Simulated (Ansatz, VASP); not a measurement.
One calculation of GeW, two programs

```
Ge W
1.0
    -3.14183    3.14183    3.12449
     3.14183   -3.14183    3.12449
     3.14183    3.14183   -3.12449
Ge W
4 4
Cartesian
  0.0000 3.1418 1.5622
  3.1418 0.0000 1.5622
  0.0000 0.0000 1.5622
  0.0000 0.0000 4.6867
  1.5708 4.7126 0.0000
  1.5711 1.5708 0.0000
  1.5711 -1.5708 3.1245
  1.5708 1.5711 3.1245
```

Change from the starting cell: species swapped into the TlS type (I4/mcm, No. 140).

Alike in both runs: functional PBE; k mesh 4 × 4 × 4; occupations gaussian, width 0.2 eV; no spin polarisation.

Ansatz relaxed the structure, and its values are those at the end. VASP's run is a single point on that final structure, the one shown.

```csv
,VASP,Ansatz
version,VASP 6.6.1,Ansatz 0.2.0
potentials or method,"VASP PAW PBE potentials, release 64 (Ge_d, W_sv), cutoff 500 eV","scalar-relativistic, plane waves, PAW"
valence electrons in the cell,112,112
```

|  | VASP | Ansatz | Ansatz less VASP |
| --- | --- | --- | --- |
| gap on the k mesh at the Fermi level (eV) | none | none | - |
| pressure (GPa) | -0.2 | -0.4 | -0.20 |

A gap of «none» marks a metal or a gap that the smearing closes.

Spin-orbit coupling is off throughout.
